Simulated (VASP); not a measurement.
# TaN (Fm-3m) in VASP: a series of runs

Runs on TaN. Level: PBEsol. Tasks: electric field gradients.

Everything below comes from runs of VASP 6.6.1. Logs are shortened: lines on timing, memory, paths and dates and some standing lists are left out, and cuts for length are marked.

### Step 1. The cell of the first run

The structure is cubic, space group Fm-3m (No. 225). Conventional cell: a = 4.387 Å, b = 4.387 Å, c = 4.387 Å, α = 90.00°, β = 90.00°, γ = 90.00°. Within 2.9 Å of Ta (site symmetry m-3m) lie 6 N at 2.19 Å. N (site symmetry m-3m) has 6 Ta at 2.19 Å within 2.9 Å.

### Step 2. Electric field gradients, PBEsol (volume scaled by 1.02)

Input file INCAR:

```
SYSTEM = TaN
  PREC = Accurate
  ENCUT = 520
  EDIFF = 1E-8
  ISMEAR = -1
  SIGMA = 0.02
  LREAL = .FALSE.
  LASPH = .TRUE.
  NELM = 120
  ALGO = Normal
  ISIF = 2
  LWAVE = .FALSE.
  LCHARG = .FALSE.
  GGA = PS
  LEFG = .TRUE.
  NBANDS = 15
  GGA_COMPAT = .FALSE.
```

Input file KPOINTS:

```
regular mesh
0
G
  9 9 9
  0 0 0
```

Input file POSCAR:

```
TaN
1.0
    0.0000000000      2.1934308841      2.1934308841
    2.1934308841      0.0000000000      2.1934308841
    2.1934308841      2.1934308841      0.0000000000
Ta N
1 1
Direct
    0.5000000000      0.5000000000      0.5000000000
    0.0000000000      0.0000000000      0.0000000000
```

Potentials or basis: VASP PAW PBE potentials, release 64 (Ta_pv, N).

Command:

```sh
$ cat potpaw_PBE.64/Ta_pv/POTCAR potpaw_PBE.64/N/POTCAR > POTCAR
$ mpirun -np 1 vasp_std > vasp.out
```

OUTCAR:

```text
SYSTEM = TaN
   PREC = Accurate
   ENCUT = 520
   EDIFF = 1E-8
   ISMEAR = -1
   LREAL = .FALSE.
   LASPH = .TRUE.
   NELM = 120
   ISIF = 2
   GGA = PS

 ion  position               nearest neighbor table
   1  0.500  0.500  0.500-   2 2.19   2 2.19   2 2.19   2 2.19   2 2.19   2 2.19
   2  0.000  0.000  0.000-   1 2.19   1 2.19   1 2.19   1 2.19   1 2.19   1 2.19

  LATTYP: Found a face centered cubic cell.
 ALAT       =     4.3868617682

  Lattice vectors:

 A1 = (   0.0000000000,   2.1934308841,   2.1934308841)
 A2 = (   2.1934308841,   0.0000000000,   2.1934308841)
 A3 = (   2.1934308841,   2.1934308841,   0.0000000000)

Analysis of symmetry for initial positions (statically):
=====================================================================
 Subroutine PRICEL returns:
 Original cell was already a primitive cell.

 Routine SETGRP: Setting up the symmetry group for a
 face centered cubic supercell.

 Subroutine GETGRP returns: Found 48 space group operations
 (whereof 48 operations were pure point group operations)
 out of a pool of 48 trial point group operations.

The static configuration has the point symmetry O_h .

Analysis of symmetry for dynamics (positions and initial velocities):
=====================================================================
 Subroutine PRICEL returns:
 Original cell was already a primitive cell.

 Routine SETGRP: Setting up the symmetry group for a
 face centered cubic supercell.

 Subroutine GETGRP returns: Found 48 space group operations
 (whereof 48 operations were pure point group operations)
 out of a pool of 48 trial point group operations.

The dynamic configuration has the point symmetry O_h .

 Subroutine INISYM returns: Found 48 space group operations
 (whereof 48 operations are pure point group operations),
 and found     1 'primitive' translations

----------------------------------------------------------------------------------------

                                     Primitive cell

  volume of cell :      21.1058

  direct lattice vectors                    reciprocal lattice vectors
     0.000000000  2.193430884  2.193430884    -0.227953387  0.227953387  0.227953387
     2.193430884  0.000000000  2.193430884     0.227953387 -0.227953387  0.227953387
     2.193430884  2.193430884  0.000000000     0.227953387  0.227953387 -0.227953387

[... 135 lines left out ...]
 Fermi energy:         9.3510473197

 k-point     1 :       0.0000    0.0000    0.0000
  band No.  band energies     occupation
      1     -26.2375      2.00000
      2     -26.2375      2.00000
      3     -26.2375      2.00000
      4      -9.4071      2.00000
      5       5.6462      2.00000
      6       5.6462      2.00000
      7       5.6462      2.00000
      8       7.3090      2.00000
      9       7.3090      2.00000
     10       7.3090      2.00000
     11       9.4847      0.00250
     12       9.4847      0.00250
     13      11.0681      0.00000
     14      18.8400      0.00000
[... 401 lines left out ...]
      2     -26.5230      2.00000
      3     -26.5230      2.00000
      4      -8.0859      2.00000
      5       2.5616      2.00000
      6       3.9817      2.00000
      7       4.7921      2.00000
      8       4.7921      2.00000
      9      11.4933      0.00000
     10      13.0099      0.00000
     11      13.0099      0.00000
     12      13.9494      0.00000
     13      16.6395      0.00000
     14      18.6945      0.00000
     15      21.8458      0.00000

 [... further k-points ...]

------------------------ aborting loop because EDIFF is reached ----------------------------------------

  FORCE on cell =-STRESS in cart. coord.  units (eV):
  Direction    XX          YY          ZZ          XY          YZ          ZX
  --------------------------------------------------------------------------------------
  -------------------------------------------------------------------------------------
  Total       -0.2420816     -0.2420816     -0.2420816      0.0000000     -0.0000000      0.0000000
  in kB      -18.3768276    -18.3768276    -18.3768276      0.0000000     -0.0000000      0.0000000
  external PRESSURE =     -18.3768276 kB  Pullay stress =       0.0000000 kB

 VOLUME and BASIS-vectors are now :
 -----------------------------------------------------------------------------
  energy-cutoff  :      520.00
  volume of cell :       21.11
      direct lattice vectors                 reciprocal lattice vectors
     0.000000000  2.193430884  2.193430884    -0.227953387  0.227953387  0.227953387
     2.193430884  0.000000000  2.193430884     0.227953387 -0.227953387  0.227953387
     2.193430884  2.193430884  0.000000000     0.227953387  0.227953387 -0.227953387

 POSITION                                       TOTAL-FORCE (eV/Angst)
 -----------------------------------------------------------------------------------
      2.19343      2.19343      2.19343         0.000000      0.000000      0.000000
      0.00000      0.00000      0.00000         0.000000      0.000000      0.000000
 -----------------------------------------------------------------------------------
    total drift:                                0.000000     -0.000000     -0.000000

  FREE ENERGIE OF THE ION-ELECTRON SYSTEM (eV)
  ---------------------------------------------------
  free  energy   TOTEN  =       -23.2136772692 eV

  energy  without entropy=      -23.2125526596  energy(sigma->0) =      -23.21311496

 Electric field gradients (V/A^2)
---------------------------------------------------------------------
 ion       V_xx      V_yy      V_zz      V_xy      V_xz      V_yz
---------------------------------------------------------------------
   1       0.000     0.000    -0.000     0.000     0.000     0.000
   2       0.000     0.000    -0.000     0.000     0.000     0.000
---------------------------------------------------------------------

 Electric field gradients after diagonalization (V/A^2)
 (convention: |V_zz| > |V_xx| > |V_yy|)
----------------------------------------------------------------------
 ion       V_xx      V_yy      V_zz     asymmetry (V_yy - V_xx)/ V_zz
----------------------------------------------------------------------
   1      -0.000    -0.000     0.000       0.000
   2      -0.000    -0.000     0.000       0.000
----------------------------------------------------------------------

           NMR quadrupolar parameters

 Cq : quadrupolar parameter    Cq=e*Q*V_zz/h
 eta: asymmetry parameters     (V_yy - V_xx)/ V_zz
 Q  : nuclear electric quadrupole moment in mb (millibarn)
----------------------------------------------------------------------
 ion       Cq(MHz)       eta       Q (mb)
----------------------------------------------------------------------
   1       0.000       0.000       1.000
   2       0.000       0.000       1.000
----------------------------------------------------------------------
```

Run time: 9.2 s. Hardware: 1 thread of Intel Xeon 6975P-C, shared host; peak memory 0.14 GiB.

Results:

```yaml
Free_energy: -23.2137 eV
Pressure: -1.8 GPa
Band_gap_on_the_k_mesh: zero (band 8 reaches 11.03 eV, above the bottom of band 9 at 7.31 eV)
```

Levels at points of the mesh, in eV from the Fermi level:
```tsv
k point	band 5	band 6	band 7	band 8	band 9	band 10	band 11	band 12
(0.00, 0.00, 0.00)	-3.70	-3.70	-3.70	-2.04	-2.04	-2.04	0.13	0.13
```

Caveat: without QUAD_EFG the Cq values of the log hold for a quadrupole moment of 1 mb, not for the nuclei; the PAW data sets were made with another functional, which shifts forces and pressure a little; spin-orbit coupling is left out, which moves the levels of the heavy elements.

[end of part 1 of 3]
